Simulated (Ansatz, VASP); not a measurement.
**One calculation of Al, two programs**

```
Al
1.0
    -1.70530    1.70530    1.46860
     1.70530   -1.70530    1.46860
     1.70530    1.70530   -1.46860
Al
1
Direct
  0.00000 0.00000 0.00000
```

Alike in both runs: task single point; functional LDA; k mesh 22 × 22 × 22; occupations gaussian, width 0.15 eV; no spin polarisation.

|  | VASP | Ansatz |
| --- | --- | --- |
| version | VASP 6.6.1 | Ansatz 0.2.0 |
| potentials or method | VASP PAW LDA potentials, release 64 (Al), cutoff 520 eV | scalar-relativistic, plane waves, PAW |
| valence electrons in the cell | 3 | 3 |

|  | VASP | Ansatz | Ansatz less VASP |
| --- | --- | --- | --- |
| gap on the k mesh at the Fermi level (eV) | none | none | - |
| pressure (GPa) | -3.5 | -3.5 | -0.04 |
| traceless stress, the component that is largest in VASP (GPa) | -1.34 | -1.32 | +0.011 |

LDA's correlation is that of Perdew and Zunger in VASP and of Perdew and Wang (1992) in Ansatz. A gap of «none» marks a metal or a gap that the smearing closes.
